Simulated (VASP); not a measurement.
# MgO (Cm) in VASP: further runs

MgO is run at these levels: LDA; tasks: single point.

Everything below comes from runs of VASP 6.6.1. Logs are shortened: lines on timing, memory, paths and dates and some standing lists are left out, and cuts for length are marked.

### 1 The cell of the first run

The structure is monoclinic, space group Cm (No. 8). Conventional cell: a = 5.884 Å, b = 5.884 Å, c = 4.161 Å, α = 90.00°, β = 90.00°, γ = 90.00°. Within 2.1 Å of Mg (site symmetry m) lie 3 O at 1.56 to 2.07 Å. Within 2.8 Å of Mg (site symmetry m) lie 6 O at 2.08 Å. Within 2.8 Å of Mg (site symmetry 1) lie 6 O at 2.08 Å and 2 Mg at 2.54 to 2.66 Å. Within 2.7 Å of O (site symmetry 1) lie 6 Mg at 2.07 to 2.22 Å. O (site symmetry m) has 5 Mg at 1.56 to 2.08 Å within 2.1 Å. Within 2.8 Å of O (site symmetry m) lie 6 Mg at 2.08 Å.

### 2 Single point, LDA (atom 1 (Mg) moved by -0.104 Å along [1 1 0] and -0.520 Å along [0 0 1])

File INCAR:

```
SYSTEM = MgO
PREC     = Accurate       ! precision mode
ENCUT    = 520            ! plane-wave cutoff, eV
EDIFF    = 1E-7           ! SCF threshold, eV
ISMEAR   = 0              ! smearing method
SIGMA    = 0.05           ! smearing width, eV
LREAL    = .FALSE.        ! projectors in reciprocal space
LASPH    = .TRUE.         ! aspherical terms in the spheres
NELM     = 60             ! most SCF steps
ALGO     = Normal         ! electronic algorithm
ISIF     = 2              ! what is computed and relaxed
LWAVE    = .FALSE.        ! write WAVECAR
LCHARG   = .FALSE.        ! write CHGCAR
NBANDS   = 26             ! bands
```

File KPOINTS:

```
Automatic mesh
0
G
  6 6 6
  0 0 0
```

File POSCAR:

```
MgO
1.0
    4.1607146133      0.0000000000      0.0000000000
    0.0000000000     -4.1607146133      0.0000000000
    0.0000000000      0.0000000000     -4.1607146133
Mg O
4 4
Direct
   -0.0176746333      1.0176746333      1.1249785309
    0.5000000000      0.5000000000      1.0000000000
    0.5000000000      1.0000000000      0.5000000000
    0.0000000000      0.5000000000      0.5000000000
    0.5000000000      0.0000000000      0.0000000000
    0.0000000000      0.5000000000      0.0000000000
    0.0000000000      0.0000000000      0.5000000000
    0.5000000000      0.5000000000      0.5000000000
```

Potentials or basis: VASP PAW LDA potentials, release 64 (Mg, O).

Run with:

```
> cat potpaw_LDA.64/Mg/POTCAR potpaw_LDA.64/O/POTCAR > POTCAR
> mpirun -np 1 vasp_std > vasp.out
```

OUTCAR:

```text
SYSTEM = MgO
   PREC = Accurate
   ENCUT = 520
   EDIFF = 1E-7
   ISMEAR = 0
   LREAL = .FALSE.
   LASPH = .TRUE.
   NELM = 60
   ISIF = 2

 ion  position               nearest neighbor table
   1  0.982  0.018  0.125-   7 1.56   6 2.07   5 2.07   5 2.22   6 2.22   3 2.54   4 2.54   7 2.60
                             4 2.66   3 2.66   2 2.89   2 2.99   2 2.99   2 3.09   3 3.29   4 3.29
   2  0.500  0.500  0.000-   5 2.08   6 2.08   8 2.08   8 2.08   5 2.08   6 2.08   1 2.89   4 2.94
                             4 2.94   3 2.94   3 2.94   3 2.94   4 2.94   3 2.94   4 2.94   1 2.99
   3  0.500  0.000  0.500-   5 2.08   7 2.08   8 2.08   5 2.08   8 2.08   7 2.08   1 2.54   1 2.66
                             2 2.94   4 2.94   2 2.94   2 2.94   2 2.94   4 2.94   4 2.94   4 2.94
   4  0.000  0.500  0.500-   6 2.08   7 2.08   8 2.08   6 2.08   7 2.08   8 2.08   1 2.54   1 2.66
                             3 2.94   3 2.94   2 2.94   2 2.94   3 2.94   2 2.94   2 2.94   3 2.94
   5  0.500  0.000  0.000-   1 2.07   2 2.08   3 2.08   3 2.08   2 2.08   1 2.22
   6  0.000  0.500  0.000-   1 2.07   2 2.08   4 2.08   4 2.08   2 2.08   1 2.22
   7  0.000  0.000  0.500-   1 1.56   3 2.08   4 2.08   4 2.08   3 2.08   1 2.60
   8  0.500  0.500  0.500-   2 2.08   3 2.08   4 2.08   2 2.08   3 2.08   4 2.08

  LATTYP: Found a simple cubic cell.
 ALAT       =     4.1607146133

  Lattice vectors:

 A1 = (   4.1607146133,   0.0000000000,   0.0000000000)
 A2 = (   0.0000000000,  -4.1607146133,   0.0000000000)
 A3 = (   0.0000000000,   0.0000000000,  -4.1607146133)

Analysis of symmetry for initial positions (statically):
=====================================================================
 Subroutine PRICEL returns:
 Original cell was already a primitive cell.

 Routine SETGRP: Setting up the symmetry group for a
 simple cubic supercell.

 Subroutine GETGRP returns: Found  2 space group operations
 (whereof  2 operations were pure point group operations)
 out of a pool of 48 trial point group operations.

The static configuration has the point symmetry C_1h.

Analysis of symmetry for dynamics (positions and initial velocities):
=====================================================================
 Subroutine PRICEL returns:
 Original cell was already a primitive cell.

 Routine SETGRP: Setting up the symmetry group for a
 simple cubic supercell.

 Subroutine GETGRP returns: Found  2 space group operations
 (whereof  2 operations were pure point group operations)
 out of a pool of 48 trial point group operations.

The dynamic configuration has the point symmetry C_1h.

 Subroutine INISYM returns: Found  2 space group operations
 (whereof  2 operations are pure point group operations),
 and found     1 'primitive' translations

----------------------------------------------------------------------------------------

                                     Primitive cell

  volume of cell :      72.0284

  direct lattice vectors                    reciprocal lattice vectors
     4.160714613  0.000000000  0.000000000     0.240343329  0.000000000  0.000000000
     0.000000000 -4.160714613  0.000000000     0.000000000 -0.240343329  0.000000000
     0.000000000  0.000000000 -4.160714613     0.000000000  0.000000000 -0.240343329

  length of vectors
     4.160714613  4.160714613  4.160714613     0.240343329  0.240343329  0.240343329

  position of ions in fractional coordinates (direct lattice)
     0.982325367  0.017674633  0.124978531
     0.500000000  0.500000000  0.000000000
     0.500000000  0.000000000  0.500000000
     0.000000000  0.500000000  0.500000000
     0.500000000  0.000000000  0.000000000
     0.000000000  0.500000000  0.000000000
     0.000000000  0.000000000  0.500000000
     0.500000000  0.500000000  0.500000000

  ion indices of the primitive-cell ions
   primitive index   ion index
                 1           1
                 2           2
                 3           3
                 4           4
                 5           5
                 6           6
                 7           7
                 8           8

----------------------------------------------------------------------------------------

 KPOINTS: Automatic mesh

Automatic generation of k-mesh.
 Grid dimensions read from file:
 generate k-points for:    6    6    6

 Generating k-lattice:

  Cartesian coordinates                     Fractional coordinates (reciprocal lattice)
     0.040057221  0.000000000  0.000000000     0.166666667  0.000000000  0.000000000
     0.000000000 -0.040057221  0.000000000     0.000000000  0.166666667  0.000000000
     0.000000000  0.000000000 -0.040057221     0.000000000  0.000000000  0.166666667

  Length of vectors
     0.040057221  0.040057221  0.040057221

  Shift w.r.t. Gamma in fractional coordinates (k-lattice)
     0.000000000  0.000000000  0.000000000

 Subroutine IBZKPT returns following result:
 ===========================================

 Found     68 irreducible k-points:

 Following reciprocal coordinates:
            Coordinates               Weight
  0.000000  0.000000  0.000000      1.000000
  0.166667  0.000000  0.000000      4.000000
  0.000000  0.000000  0.166667      2.000000
  0.333333  0.000000  0.000000      4.000000
  0.000000  0.000000  0.333333      2.000000
  0.500000  0.000000  0.000000      2.000000
[... 16 lines left out ...]
  0.333333  0.000000  0.333333      4.000000
 -0.333333  0.333333  0.000000      2.000000
 [... further k-points ...]
   k-points           NKPTS =     68   k-points in BZ     NKDIM =     68   number of bands    NBANDS=     26
   number of dos      NEDOS =    301   number of ions     NIONS =      8
   total plane-waves  NPLWV =  32768
   dimension x,y,z NGX =    32 NGY =   32 NGZ =   32
   dimension x,y,z NGXF=    64 NGYF=   64 NGZF=   64
   ions per type =               4   4
   NGX,Y,Z   is equivalent  to a cutoff of  12.79, 12.79, 12.79 a.u.
   NGXF,Y,Z  is equivalent  to a cutoff of  25.57, 25.57, 25.57 a.u.
 SYSTEM =  MgO
   PREC   = accura    normal or accurate (medium, high low for compatibility)
   ISTART =      0    job   : 0-new  1-cont  2-samecut
   ICHARG =      2    charge: 1-file 2-atom 10-const
   ISPIN  =      1    spin polarized calculation?
   LNONCOLLINEAR =      F non collinear calculations
   LSORBIT =      F    spin-orbit coupling
   LASPH  =      T    aspherical Exc in radial PAW
   ENCUT  =  520.0 eV  38.22 Ry    6.18 a.u.   7.74  7.74  7.74*2*pi/ulx,y,z
   NELM   =     60;   NELMIN=  2; NELMDL= -5     # of ELM steps
   EDIFF  = 0.1E-06   stopping-criterion for ELM
   LREAL  =      F    real-space projection
   EDIFFG = 0.1E-05   stopping-criterion for IOM
   NSW    =      0    number of steps for IOM
   IBRION =     -1    ionic relax: 0-MD 1-quasi-New 2-CG
   NFREE  =      0    steps in history (QN), initial steepest desc. (CG)
   ISIF   =      2    stress and relaxation
   ISYM   =      2    0-nonsym 1-usesym 2-fastsym
   POTIM  = 0.5000    time-step for ionic-motion
   TEBEG  =    0.0;   TEEND  =   0.0 temperature during run
   PSTRESS=    0.0 pullay stress
   NELECT =      32.0000    total number of electrons
   NUPDOWN=      -1.0000    fix difference up-down
   EMIN   =  10.00;   EMAX   =-10.00  energy-range for DOS
   EFERMI =   0.00;   METHOD = LEGACY
   ISMEAR =     0;   SIGMA  =   0.05  broadening in eV -4-tet -1-fermi 0-gaus
   EFERMI_NEDOS =   21; number of points for ismear=-14 and -15
   IALGO  =     38    algorithm
   IMIX   =      4    mixing-type and parameters
     AMIX     =   0.40;   BMIX     =  1.00
     AMIX_MAG =   1.60;   BMIX_MAG =  1.00
  volume/ion in A,a.u.               =       9.00        60.76
  Fermi-wavevector in a.u.,A,eV,Ry     =   1.249176  2.360600 21.231078  1.560440
  Thomas-Fermi vector in A             =   2.383228
   LORBIT       =      0    0 simple, 1 ext, 2 COOP (PROOUT), +10 PAW based schemes
   GGA     = CA    functional components
   LHFCALC =     F    Hartree Fock is set to
   AEXX    =    0.0000 exact exchange contribution
   IVDW    =     0    specifies the selected vdW correction
   LEPSILON=     F    determine dielectric tensor
   LRPA    =     F    only Hartree local field effects (RPA)
 non-spin polarized calculation
 Gauss-broadening in eV      SIGMA  =   0.05
  energy-cutoff  :      520.00
  volume of cell :       72.03
 maximum number of plane-waves:      1956
   NGX = 15   NGY = 15   NGZ = 15

 number of electron      32.0000014 magnetization

 Free energy of the ion-electron system (eV)
  ---------------------------------------------------
  ext. energy  EPLUGINS =         0.00000000
  ---------------------------------------------------
  free energy    TOTEN  =       -51.31367688 eV

  energy without entropy =      -51.31367688  energy(sigma->0) =      -51.31367688

 E-fermi :   3.4189     XC(G=0): -11.7367

 val. band max:        3.1298317499   @ k =   0.0000   0.0000   0.0000
 cond. band min:       8.0415531236   @ k =   0.0000   0.0000   0.0000
 fundamental gap:      4.9117213737
 Fermi energy:         3.4189287002

 k-point     1 :       0.0000    0.0000    0.0000
  band No.  band energies     occupation
      1     -14.1194      2.00000
      2     -12.6375      2.00000
      3     -12.3021      2.00000
      4     -12.1245      2.00000
      5      -1.2252      2.00000
      6      -1.2189      2.00000
[... 18 lines left out ...]
     25      16.4629      0.00000
     26      16.4677      0.00000

 k-point     2 :       0.1667    0.0000    0.0000
  band No.  band energies     occupation
      1     -14.0144      2.00000
      2     -12.6894      2.00000
      3     -12.2972      2.00000
      4     -12.1693      2.00000
      5      -1.0860      2.00000
      6      -1.0599      2.00000
[... 18 lines left out ...]
     25      16.3020      0.00000
[... 608 lines left out ...]
     25      15.6797      0.00000
     26      16.2771      0.00000

 k-point    24 :      -0.3333    0.3333    0.0000
  band No.  band energies     occupation
      1     -13.4125      2.00000
      2     -12.8698      2.00000
      3     -12.4211      2.00000
      4     -12.3350      2.00000
      5      -0.8771      2.00000
      6      -0.4666      2.00000
[... 18 lines left out ...]
     25      15.8131      0.00000
     26      16.6671      0.00000

 [... further k-points ...]

------------------------ aborting loop because EDIFF is reached ----------------------------------------

  FORCE on cell =-STRESS in cart. coord.  units (eV):
  Direction    XX          YY          ZZ          XY          YZ          ZX
  --------------------------------------------------------------------------------------
  -------------------------------------------------------------------------------------
  Total       -0.1531124     -0.1531124     15.3727781      0.0089123     -0.5277086     -0.5277085
  in kB       -3.4057847     -3.4057847    341.9472823      0.1982422    -11.7381858    -11.7381840
  external PRESSURE =     111.7119043 kB  Pullay stress =       0.0000000 kB

 VOLUME and BASIS-vectors are now :
 -----------------------------------------------------------------------------
  energy-cutoff  :      520.00
  volume of cell :       72.03
      direct lattice vectors                 reciprocal lattice vectors
     4.160714613  0.000000000  0.000000000     0.240343329  0.000000000  0.000000000
     0.000000000 -4.160714613  0.000000000     0.000000000 -0.240343329  0.000000000
     0.000000000  0.000000000 -4.160714613     0.000000000  0.000000000 -0.240343329

 POSITION                                       TOTAL-FORCE (eV/Angst)
 -----------------------------------------------------------------------------------
      4.08718     -0.07354     -0.52000         0.230475      0.230475     13.723848
      2.08036     -2.08036      0.00000        -0.176514     -0.176514      0.386230
      2.08036      0.00000     -2.08036        -0.344941      0.093684     -1.466165
      0.00000     -2.08036     -2.08036         0.093684     -0.344941     -1.466165
      2.08036      0.00000      0.00000        -0.058442     -0.110064     -0.886725
      0.00000     -2.08036      0.00000        -0.110064     -0.058442     -0.886725
      0.00000      0.00000     -2.08036         0.329419      0.329419     -9.544048
      2.08036     -2.08036     -2.08036         0.036384      0.036384      0.139748
 -----------------------------------------------------------------------------------
    total drift:                                0.000087      0.000087      0.000097

  FREE ENERGIE OF THE ION-ELECTRON SYSTEM (eV)
  ---------------------------------------------------
  free  energy   TOTEN  =       -51.3136768810 eV

  energy  without entropy=      -51.3136768810  energy(sigma->0) =      -51.31367688
```

It took 75 s on 1 thread of Intel Xeon 6975P-C, shared host; peak memory 0.22 GiB.

Results:

* Free energy: -51.3137 eV
* Pressure: 11.2 GPa
* Largest force: 13.728 eV/Å
* Band gap on the k mesh: 4.91 eV, direct

Forces on the atoms (eV/Å):
```
Mg   0.230  0.230 13.724
Mg  -0.177 -0.177  0.386
Mg  -0.345  0.094 -1.466
Mg   0.094 -0.345 -1.466
O   -0.058 -0.110 -0.887
O   -0.110 -0.058 -0.887
O    0.329  0.329 -9.544
O    0.036  0.036  0.140
```

Caveat: the cell differs from its parent crystal (atom 1 (Mg) moved by -0.104 Å along [1 1 0] and -0.520 Å along [0 0 1]); forces of over 1 eV/Å act on the atoms, so gaps and moduli don't describe the material at rest.

### 3 Single point, LDA (atom 1 (Mg) moved by -0.104 Å along [1 1 0] and -0.312 Å along [0 0 1])

File INCAR:

```
PREC = Accurate
ENCUT = 520
EDIFF = 1E-7
ISMEAR = 0
SIGMA = 0.05
LREAL = False
LASPH = True
NELM = 60
ALGO = Normal
ISIF = 2
LWAVE = False
LCHARG = False
GGA = CA
NBANDS = 26
```

File KPOINTS:

```
regular mesh
0
Gamma
  6 6 6
```

POSCAR: that of step 2 with these lines changed.

```diff
@@ -8,3 +8,3 @@
 Direct
-   -0.0176746333      1.0176746333      1.1249785309
+   -0.0176746333      1.0176746333      1.0749871186
     0.5000000000      0.5000000000      1.0000000000
```

Potentials or basis: VASP PAW LDA potentials, release 64 (Mg, O).

Run with:

```
> cat potpaw_LDA.64/Mg/POTCAR potpaw_LDA.64/O/POTCAR > POTCAR
> mpirun -np 1 vasp_std > vasp.out
```

It took 86 s on 1 thread of Intel Xeon 6975P-C, shared host; peak memory 0.22 GiB.

It converged, with:

```yaml
Free_energy: -53.0960 eV
Pressure: 2.1 GPa
Largest_force: 4.870 eV/Å
Band_gap_on_the_k_mesh: 5.00 eV, direct
```

Forces in eV/Å, atoms in the order of the input:
```
Mg   0.644  0.644  4.784
Mg  -0.193 -0.193  0.253
Mg  -0.250  0.073 -0.868
Mg   0.073 -0.250 -0.868
O   -0.170 -0.110 -0.491
O   -0.110 -0.170 -0.491
O   -0.019 -0.019 -2.405
O    0.026  0.026  0.086
```

Stress tensor (GPa, compression positive):
```
-1.13 -0.01 -0.25
-0.01 -1.13 -0.25
-0.25 -0.25  8.67
```

Levels at points of the mesh, in eV from the valence-band top:
| k point | band 13 | band 14 | band 15 | band 16 | band 17 | band 18 | band 19 | band 20 |
| --- | --- | --- | --- | --- | --- | --- | --- | --- |
| (0.00, 0.00, 0.00) | -1.37 | -0.03 | -0.01 | 0.00 | 5.00 | 8.86 | 8.98 | 8.99 |
| (0.50, 0.00, 0.00) | -0.84 | -0.77 | -0.76 | -0.76 | 8.28 | 8.36 | 10.77 | 11.03 |
| (0.00, 0.00, 0.50) | -0.89 | -0.89 | -0.69 | -0.68 | 8.06 | 8.42 | 10.57 | 11.37 |
| (0.50, 0.50, 0.00) | -0.81 | -0.81 | -0.64 | -0.54 | 9.55 | 9.63 | 9.68 | 9.73 |
| (0.00, 0.50, 0.50) | -0.78 | -0.71 | -0.68 | -0.63 | 9.42 | 9.52 | 9.75 | 9.88 |
| (0.50, 0.50, 0.50) | -0.69 | -0.66 | -0.64 | -0.54 | 7.87 | 7.92 | 8.01 | 8.02 |

Caveat: the cell differs from its parent crystal (atom 1 (Mg) moved by -0.104 Å along [1 1 0] and -0.312 Å along [0 0 1]); forces of over 1 eV/Å act on the atoms, so gaps and moduli don't describe the material at rest.

### 4 Single point, LDA (atom 1 (Mg) moved by -0.104 Å along [1 1 0] and -0.416 Å along [0 0 1])

File INCAR:

```
SYSTEM = MgO
  PREC = Accurate
  ENCUT = 520
  EDIFF = 1E-7
  ISMEAR = 0
  SIGMA = 0.05
  LREAL = .False.
  LASPH = .True.
  NELM = 100
  ALGO = Normal
  ISIF = 2
  LWAVE = .False.
  LCHARG = .False.
  NBANDS = 26
```

File KPOINTS:

```
Automatic mesh
0
Gamma
  6 6 6
  0 0 0
```

POSCAR: that of step 3 with these lines changed.

```diff
@@ -8,3 +8,3 @@
 Direct
-   -0.0176746333      1.0176746333      1.0749871186
+   -0.0176746333      1.0176746333      1.0999828247
     0.5000000000      0.5000000000      1.0000000000
```

Run with:

```
> cat potpaw_LDA.64/Mg/POTCAR potpaw_LDA.64/O/POTCAR > POTCAR
> mpirun -np 1 vasp_std > vasp.out
```

Wall time 3.8 min (1 thread of AMD EPYC, shared host); peak memory 0.19 GiB.

Results (log left out):

- Free energy: -52.4333 eV
- Pressure: 5.7 GPa
- Largest force: 8.258 eV/Å
- Band gap on the k mesh: 4.97 eV, direct

Forces on the atoms (eV/Å):
```
Mg   0.490  0.490  8.229
Mg  -0.186 -0.186  0.324
Mg  -0.291  0.082 -1.164
Mg   0.082 -0.291 -1.164
O   -0.117 -0.110 -0.681
O   -0.110 -0.117 -0.681
O    0.101  0.101 -4.977
O    0.030  0.030  0.113
```

Stress tensor (GPa, compression positive):
```
-0.84  0.00 -0.57
 0.00 -0.84 -0.57
-0.57 -0.57 18.71
```

Levels at points of the mesh, in eV from the valence-band top:
```
           k point  band 12  band 13  band 14  band 15  band 16  band 17  band 18  band 19  band 20  band 21
(0.00, 0.00, 0.00)    -1.35    -1.34    -0.04    -0.01     0.00     4.97     8.83     9.01     9.02     9.77
(0.50, 0.00, 0.00)    -1.77    -0.87    -0.76    -0.75    -0.74     8.26     8.34    10.68    10.98    11.29
(0.00, 0.00, 0.50)    -1.80    -0.98    -0.98    -0.62    -0.61     7.90     8.43    10.41    11.30    11.31
(0.50, 0.50, 0.00)    -1.94    -0.90    -0.89    -0.59    -0.43     9.50     9.56     9.68     9.72    11.28
(0.00, 0.50, 0.50)    -1.88    -0.83    -0.71    -0.66    -0.58     9.28     9.45     9.79     9.94    11.23
(0.50, 0.50, 0.50)    -0.69    -0.68    -0.63    -0.59    -0.43     7.81     7.86     8.04     8.05    12.38
```

Caveat: the cell differs from its parent crystal (atom 1 (Mg) moved by -0.104 Å along [1 1 0] and -0.416 Å along [0 0 1]); forces of over 1 eV/Å act on the atoms, so gaps and moduli don't describe the material at rest.
